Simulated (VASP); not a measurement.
# BN (R3m) in VASP: a series of runs

BN is run at these levels: PBE; tasks: electric field gradients.

Everything below comes from runs of VASP 6.6.1. Logs are shortened: lines on timing, memory, paths and dates and some standing lists are left out, and cuts for length are marked.

## (1) The cell of the first run

It takes space group R3m (No. 160, trigonal). The conventional cell has a = 2.543 Å, b = 2.543 Å, c = 6.324 Å, α = 90.00°, β = 90.00°, γ = 120.00°. Within 2.1 Å of B (site symmetry 3m) lie 4 N at 1.56 to 1.58 Å. N (site symmetry 3m) has 4 B at 1.56 to 1.58 Å within 2.1 Å.

## (2) Electric field gradients, PBE (equal xy, yz and zx shear strains of +1 %)

The input, INCAR:

```
PREC     = Accurate       # precision mode
ENCUT    = 520            # plane-wave cutoff, eV
EDIFF    = 1E-8           # SCF threshold, eV
ISMEAR   = -1             # smearing method
SIGMA    = 0.03           # smearing width, eV
LREAL    = F              # projectors in reciprocal space
LASPH    = T              # aspherical terms in the spheres
NELM     = 60             # most SCF steps
ALGO     = Normal         # electronic algorithm
ISIF     = 2              # what is computed and relaxed
LWAVE    = F              # write WAVECAR
LCHARG   = F              # write CHGCAR
GGA      = PE             # functional
LEFG     = T            
NBANDS   = 11             # bands
```

The input, KPOINTS:

```
regular mesh
0
Gamma
  13 13 13
```

The input, POSCAR:

```
BN
1.0
    0.0180750000      1.8165375000      1.8165375000
    1.8165375000      0.0180750000      1.8165375000
    1.8165375000      1.8165375000      0.0180750000
B N
1 1
Direct
    0.0000000000      0.0000000000      0.0000000000
    0.7500000000      0.7500000000      0.7500000000
```

Potentials or basis: VASP PAW PBE potentials, release 64 (B, N).

Launch:

```console
$ cat potpaw_PBE.64/B/POTCAR potpaw_PBE.64/N/POTCAR > POTCAR
$ mpirun -np 1 vasp_std > vasp.out
```

OUTCAR:

```text
PREC = Accurate
   ENCUT = 520
   EDIFF = 1E-8
   ISMEAR = -1
   LREAL = F
   LASPH = T
   NELM = 60
   ISIF = 2
   GGA = PE

 ion  position               nearest neighbor table
   1  0.000  0.000  0.000-   2 1.56   2 1.56   2 1.56   2 1.58
   2  0.750  0.750  0.750-   1 1.56   1 1.56   1 1.56   1 1.58

  LATTYP: Found a trigonal (rhomboedric) cell.
 ALAT       =     2.5690355551
 COS(alpha) =     0.5099250056

  Lattice vectors:

 A1 = (   0.0180750000,   1.8165375000,   1.8165375000)
 A2 = (   1.8165375000,   0.0180750000,   1.8165375000)
 A3 = (   1.8165375000,   1.8165375000,   0.0180750000)

Analysis of symmetry for initial positions (statically):
=====================================================================
 Subroutine PRICEL returns:
 Original cell was already a primitive cell.

 Routine SETGRP: Setting up the symmetry group for a
 trigonal (rhombohedral) supercell.

 Subroutine GETGRP returns: Found  6 space group operations
 (whereof  6 operations were pure point group operations)
 out of a pool of 12 trial point group operations.

The static configuration has the point symmetry C_3v.

Analysis of symmetry for dynamics (positions and initial velocities):
=====================================================================
 Subroutine PRICEL returns:
 Original cell was already a primitive cell.

 Routine SETGRP: Setting up the symmetry group for a
 trigonal (rhombohedral) supercell.

 Subroutine GETGRP returns: Found  6 space group operations
 (whereof  6 operations were pure point group operations)
 out of a pool of 12 trial point group operations.

The dynamic configuration has the point symmetry C_3v.

 Subroutine INISYM returns: Found  6 space group operations
 (whereof  6 operations are pure point group operations),
 and found     1 'primitive' translations

----------------------------------------------------------------------------------------

                                     Primitive cell

  volume of cell :      11.8095

  direct lattice vectors                    reciprocal lattice vectors
     0.018075000  1.816537500  1.816537500    -0.279391562  0.276638936  0.276638936
     1.816537500  0.018075000  1.816537500     0.276638936 -0.279391562  0.276638936
     1.816537500  1.816537500  0.018075000     0.276638936  0.276638936 -0.279391562

  length of vectors
     2.569035555  2.569035555  2.569035555     0.480747176  0.480747176  0.480747176

  position of ions in fractional coordinates (direct lattice)
     0.000000000  0.000000000  0.000000000
     0.750000000  0.750000000  0.750000000

  ion indices of the primitive-cell ions
   primitive index   ion index
                 1           1
                 2           2

----------------------------------------------------------------------------------------

 KPOINTS: regular mesh

Automatic generation of k-mesh.
 Grid dimensions read from file:
 generate k-points for:   13   13   13

 Generating k-lattice:

  Cartesian coordinates                     Fractional coordinates (reciprocal lattice)
    -0.021491659  0.021279918  0.021279918     0.076923077  0.000000000  0.000000000
     0.021279918 -0.021491659  0.021279918     0.000000000  0.076923077  0.000000000
     0.021279918  0.021279918 -0.021491659     0.000000000  0.000000000  0.076923077

  Length of vectors
     0.036980552  0.036980552  0.036980552

  Shift w.r.t. Gamma in fractional coordinates (k-lattice)
     0.000000000  0.000000000  0.000000000

 Subroutine IBZKPT returns following result:
 ===========================================

 Found    231 irreducible k-points:

 Following reciprocal coordinates:
            Coordinates               Weight
  0.000000  0.000000  0.000000      1.000000
  0.076923 -0.000000 -0.000000      6.000000
  0.153846  0.000000  0.000000      6.000000
  0.230769  0.000000 -0.000000      6.000000
  0.307692  0.000000  0.000000      6.000000
  0.384615  0.000000  0.000000      6.000000
[... 16 lines left out ...]
  0.384615  0.153846  0.000000     12.000000
  0.461538  0.153846  0.000000     12.000000
 [... further k-points ...]
   k-points           NKPTS =    231   k-points in BZ     NKDIM =    231   number of bands    NBANDS=     11
   number of dos      NEDOS =    301   number of ions     NIONS =      2
   total plane-waves  NPLWV =   8000
   dimension x,y,z NGX =    20 NGY =   20 NGZ =   20
   dimension x,y,z NGXF=    40 NGYF=   40 NGZF=   40
   ions per type =               1   1
   NGX,Y,Z   is equivalent  to a cutoff of  12.94, 12.94, 12.94 a.u.
   NGXF,Y,Z  is equivalent  to a cutoff of  25.88, 25.88, 25.88 a.u.
 SYSTEM =  unknown system
   PREC   = accura    normal or accurate (medium, high low for compatibility)
   ISTART =      0    job   : 0-new  1-cont  2-samecut
   ICHARG =      2    charge: 1-file 2-atom 10-const
   ISPIN  =      1    spin polarized calculation?
   LNONCOLLINEAR =      F non collinear calculations
   LSORBIT =      F    spin-orbit coupling
   LASPH  =      T    aspherical Exc in radial PAW
   ENCUT  =  520.0 eV  38.22 Ry    6.18 a.u.   4.78  4.78  4.78*2*pi/ulx,y,z
   NELM   =     60;   NELMIN=  2; NELMDL= -5     # of ELM steps
   EDIFF  = 0.1E-07   stopping-criterion for ELM
   LREAL  =      F    real-space projection
   EDIFFG = 0.1E-06   stopping-criterion for IOM
   NSW    =      0    number of steps for IOM
   IBRION =     -1    ionic relax: 0-MD 1-quasi-New 2-CG
   NFREE  =      0    steps in history (QN), initial steepest desc. (CG)
   ISIF   =      2    stress and relaxation
   ISYM   =      2    0-nonsym 1-usesym 2-fastsym
   POTIM  = 0.5000    time-step for ionic-motion
   TEBEG  =    0.0;   TEEND  =   0.0 temperature during run
   PSTRESS=    0.0 pullay stress
   NELECT =       8.0000    total number of electrons
   NUPDOWN=      -1.0000    fix difference up-down
   EMIN   =  10.00;   EMAX   =-10.00  energy-range for DOS
   EFERMI =   0.00;   METHOD = LEGACY
   ISMEAR =    -1;   SIGMA  =   0.03  broadening in eV -4-tet -1-fermi 0-gaus
   EFERMI_NEDOS =   21; number of points for ismear=-14 and -15
   IALGO  =     38    algorithm
   IMIX   =      4    mixing-type and parameters
     AMIX     =   0.40;   BMIX     =  1.00
     AMIX_MAG =   1.60;   BMIX_MAG =  1.00
  volume/ion in A,a.u.               =       5.90        39.85
  Fermi-wavevector in a.u.,A,eV,Ry     =   1.437785  2.717020 28.126321  2.067226
  Thomas-Fermi vector in A             =   2.556824
   LORBIT       =      0    0 simple, 1 ext, 2 COOP (PROOUT), +10 PAW based schemes
   GGA     = PE    functional components
   LHFCALC =     F    Hartree Fock is set to
   AEXX    =    0.0000 exact exchange contribution
   IVDW    =     0    specifies the selected vdW correction
   LEPSILON=     F    determine dielectric tensor
   LRPA    =     F    only Hartree local field effects (RPA)
 non-spin polarized calculation
  energy-cutoff  :      520.00
  volume of cell :       11.81
 maximum number of plane-waves:       331
   NGX =  9   NGY =  9   NGZ =  9

 number of electron       7.9999999 magnetization

 Free energy of the ion-electron system (eV)
  ---------------------------------------------------
  ext. energy  EPLUGINS =         0.00000000
  ---------------------------------------------------
  free energy    TOTEN  =       -17.44479853 eV

  energy without entropy =      -17.44479853  energy(sigma->0) =      -17.44479853

 E-fermi :   8.1041     XC(G=0): -12.8223

 val. band max:        7.4246622856   @ k =   0.0000   0.0000   0.0000
 cond. band min:      11.9321537311   @ k =   0.4615   0.4615   0.0000
 fundamental gap:      4.5074914455
 Fermi energy:         8.1041437758

 k-point     1 :       0.0000    0.0000    0.0000
  band No.  band energies     occupation
      1     -12.8285      2.00000
      2       7.3605      2.00000
      3       7.4247      2.00000
      4       7.4247      2.00000
      5      15.8937      0.00000
      6      16.3587      0.00000
      7      16.3587      0.00000
      8      17.8237      0.00000
      9      32.1567      0.00000
     10      35.1770      0.00000
     11      35.1770      0.00000

 k-point     2 :       0.0769   -0.0000   -0.0000
  band No.  band energies     occupation
      1     -12.6832      2.00000
      2       6.6407      2.00000
      3       7.2123      2.00000
      4       7.2639      2.00000
      5      16.0949      0.00000
      6      16.5381      0.00000
      7      16.5976      0.00000
      8      18.3341      0.00000
      9      31.9670      0.00000
     10      33.0154      0.00000
     11      33.1848      0.00000
[... 295 lines left out ...]
 k-point    24 :       0.4615    0.1538    0.0000
  band No.  band energies     occupation
      1      -8.8279      2.00000
      2      -1.8260      2.00000
      3       4.1089      2.00000
      4       4.5204      2.00000
      5      16.2092      0.00000
      6      19.4885      0.00000
      7      19.8870      0.00000
      8      22.2288      0.00000
      9      28.3094      0.00000
     10      33.6314      0.00000
     11      35.2761      0.00000

 [... further k-points ...]
[... 5 lines left out ...]
  --------------------------------------------------------------------------------------
  -------------------------------------------------------------------------------------
  Total        0.2526926      0.2526926      0.2526926     -0.3323309     -0.3323309     -0.3323309
  in kB       34.2823614     34.2823614     34.2823614    -45.0867481    -45.0867481    -45.0867481
  external PRESSURE =      34.2823614 kB  Pullay stress =       0.0000000 kB

 VOLUME and BASIS-vectors are now :
 -----------------------------------------------------------------------------
  energy-cutoff  :      520.00
  volume of cell :       11.81
      direct lattice vectors                 reciprocal lattice vectors
     0.018075000  1.816537500  1.816537500    -0.279391562  0.276638936  0.276638936
     1.816537500  0.018075000  1.816537500     0.276638936 -0.279391562  0.276638936
     1.816537500  1.816537500  0.018075000     0.276638936  0.276638936 -0.279391562

 POSITION                                       TOTAL-FORCE (eV/Angst)
 -----------------------------------------------------------------------------------
      0.00000      0.00000      0.00000        -0.012552     -0.012552     -0.012552
      2.73836      2.73836      2.73836         0.012552      0.012552      0.012552
 -----------------------------------------------------------------------------------
    total drift:                               -0.000010     -0.000010     -0.000010

  FREE ENERGIE OF THE ION-ELECTRON SYSTEM (eV)
  ---------------------------------------------------
  free  energy   TOTEN  =       -17.4447985320 eV

  energy  without entropy=      -17.4447985320  energy(sigma->0) =      -17.44479853

 Electric field gradients (V/A^2)
---------------------------------------------------------------------
 ion       V_xx      V_yy      V_zz      V_xy      V_xz      V_yz
---------------------------------------------------------------------
   1      -0.000    -0.000    -0.000     0.630     0.630     0.630
   2      -0.000     0.000     0.000     1.635     1.635     1.635
---------------------------------------------------------------------

 Electric field gradients after diagonalization (V/A^2)
 (convention: |V_zz| > |V_xx| > |V_yy|)
----------------------------------------------------------------------
 ion       V_xx      V_yy      V_zz     asymmetry (V_yy - V_xx)/ V_zz
----------------------------------------------------------------------
   1      -0.630    -0.630     1.261       0.000
   2      -1.635    -1.635     3.270       0.000
----------------------------------------------------------------------

           NMR quadrupolar parameters

 Cq : quadrupolar parameter    Cq=e*Q*V_zz/h
 eta: asymmetry parameters     (V_yy - V_xx)/ V_zz
 Q  : nuclear electric quadrupole moment in mb (millibarn)
----------------------------------------------------------------------
 ion       Cq(MHz)       eta       Q (mb)
----------------------------------------------------------------------
   1       0.003       0.000       1.000
   2       0.008       0.000       1.000
----------------------------------------------------------------------
```

Run time: 18 s. Hardware: 1 thread of Intel Xeon 6975P-C, shared host; peak memory 0.14 GiB.

Results:

```
Free energy            : -17.4448 eV
Pressure               : 3.4 GPa
Largest force          : 0.022 eV/Å
Band gap on the k mesh : 4.51 eV, indirect (least direct gap 8.47 eV)
```

Forces in eV/Å, atoms in the order of the input:
```
B   -0.013 -0.013 -0.013
N    0.013  0.013  0.013
```

Stress tensor (GPa, compression positive):
```
 3.43 -4.51 -4.51
-4.51  3.43 -4.51
-4.51 -4.51  3.43
```

Electric field gradients, principal values (V/Å²):
```csv
atom,least,middle,greatest (by size)
1 B,-0.630,-0.630,1.261
2 N,-1.635,-1.635,3.270
```

Caveat: the cell differs from its parent crystal (equal xy, yz and zx shear strains of +1 %); without QUAD_EFG the Cq values of the log hold for a quadrupole moment of 1 mb, not for the nuclei. A k mesh can miss the band edges.

## (3) Electric field gradients, PBE (equal xy, yz and zx shear strains of +3 %)

The input, INCAR:

```
ALGO     = Normal         # electronic algorithm
EDIFF    = 1E-8           # SCF threshold, eV
ENCUT    = 520            # plane-wave cutoff, eV
GGA      = PE             # functional
ISIF     = 2              # what is computed and relaxed
ISMEAR   = -1             # smearing method
LASPH    = T              # aspherical terms in the spheres
LCHARG   = F              # write CHGCAR
LEFG     = T            
LREAL    = F              # projectors in reciprocal space
LWAVE    = F              # write WAVECAR
NBANDS   = 11             # bands
NELM     = 80             # most SCF steps
PREC     = Accurate       # precision mode
SIGMA    = 0.03           # smearing width, eV
```

The input, KPOINTS:

```
k-points
0
Gamma
  13 13 13
```

The input, POSCAR:

```
BN
1.0
    0.0542250000      1.8346125000      1.8346125000
    1.8346125000      0.0542250000      1.8346125000
    1.8346125000      1.8346125000      0.0542250000
B N
1 1
Direct
    0.0000000000      0.0000000000      0.0000000000
    0.7500000000      0.7500000000      0.7500000000
```

Potentials or basis: VASP PAW PBE potentials, release 64 (B, N).

Launch:

```console
$ cat potpaw_PBE.64/B/POTCAR potpaw_PBE.64/N/POTCAR > POTCAR
$ mpirun -np 1 vasp_std > vasp.out
```

OUTCAR:

```text
EDIFF = 1E-8
   ENCUT = 520
   GGA = PE
   ISIF = 2
   ISMEAR = -1
   LASPH = T
   LREAL = F
   NELM = 80
   PREC = Accurate

 ion  position               nearest neighbor table
   1  0.000  0.000  0.000-   2 1.55   2 1.55   2 1.55   2 1.61
   2  0.750  0.750  0.750-   1 1.55   1 1.55   1 1.55   1 1.61

  LATTYP: Found a trigonal (rhomboedric) cell.
 ALAT       =     2.5951004607
 COS(alpha) =     0.5293254421

  Lattice vectors:

 A1 = (   0.0542250000,   1.8346125000,   1.8346125000)
 A2 = (   1.8346125000,   0.0542250000,   1.8346125000)
 A3 = (   1.8346125000,   1.8346125000,   0.0542250000)

Analysis of symmetry for initial positions (statically):
=====================================================================
 Subroutine PRICEL returns:
 Original cell was already a primitive cell.

 Routine SETGRP: Setting up the symmetry group for a
 trigonal (rhombohedral) supercell.

[... 524 lines left out ...]
      direct lattice vectors                 reciprocal lattice vectors
     0.054225000  1.834612500  1.834612500    -0.284927609  0.276747869  0.276747869
     1.834612500  0.054225000  1.834612500     0.276747869 -0.284927609  0.276747869
     1.834612500  1.834612500  0.054225000     0.276747869  0.276747869 -0.284927609

 POSITION                                       TOTAL-FORCE (eV/Angst)
 -----------------------------------------------------------------------------------
      0.00000      0.00000      0.00000        -0.002299     -0.002299     -0.002299
      2.79259      2.79259      2.79259         0.002299      0.002299      0.002299
 -----------------------------------------------------------------------------------
    total drift:                               -0.000003     -0.000003     -0.000003

  FREE ENERGIE OF THE ION-ELECTRON SYSTEM (eV)
  ---------------------------------------------------
  free  energy   TOTEN  =       -17.4055981016 eV

  energy  without entropy=      -17.4055981015  energy(sigma->0) =      -17.40559810

 Electric field gradients (V/A^2)
---------------------------------------------------------------------
 ion       V_xx      V_yy      V_zz      V_xy      V_xz      V_yz
---------------------------------------------------------------------
   1      -0.000    -0.000    -0.000     1.857     1.857     1.857
   2       0.000     0.000     0.000     4.886     4.886     4.886
---------------------------------------------------------------------

 Electric field gradients after diagonalization (V/A^2)
 (convention: |V_zz| > |V_xx| > |V_yy|)
----------------------------------------------------------------------
 ion       V_xx      V_yy      V_zz     asymmetry (V_yy - V_xx)/ V_zz
----------------------------------------------------------------------
   1      -1.857    -1.857     3.714       0.000
   2      -4.886    -4.886     9.771       0.000
----------------------------------------------------------------------

           NMR quadrupolar parameters

 Cq : quadrupolar parameter    Cq=e*Q*V_zz/h
 eta: asymmetry parameters     (V_yy - V_xx)/ V_zz
 Q  : nuclear electric quadrupole moment in mb (millibarn)
----------------------------------------------------------------------
 ion       Cq(MHz)       eta       Q (mb)
----------------------------------------------------------------------
   1       0.009       0.000       1.000
   2       0.024       0.000       1.000
----------------------------------------------------------------------
```

It took 22 s on 1 thread of Intel Xeon 6975P-C, shared host; peak memory 0.14 GiB.

What came out:

| Property | Result |
| --- | --- |
| Free energy | -17.4056 eV |
| Pressure | 4.5 GPa |
| Largest force | 0.004 eV/Å |
| Band gap on the k mesh | 4.41 eV, indirect (least direct gap 7.58 eV) |

Forces on the atoms (eV/Å):
```
B   -0.002 -0.002 -0.002
N    0.002  0.002  0.002
```

Levels at points of the mesh, in eV from the valence-band top:
| k point | band 1 | band 2 | band 3 | band 4 | band 5 | band 6 | band 7 | band 8 |
| --- | --- | --- | --- | --- | --- | --- | --- | --- |
| (0.00, 0.00, 0.00) | -20.32 | -0.23 | 0.00 | 0.00 | 7.58 | 9.16 | 9.16 | 10.72 |

Electric field gradients, principal values (V/Å²):
| atom | least | middle | greatest (by size) |
| --- | --- | --- | --- |
| 1 B | -1.857 | -1.857 | 3.714 |
| 2 N | -4.886 | -4.886 | 9.771 |

Caveat: the cell differs from its parent crystal (equal xy, yz and zx shear strains of +3 %); without QUAD_EFG the Cq values of the log hold for a quadrupole moment of 1 mb, not for the nuclei.

(Part 1 of 2 ends here.)
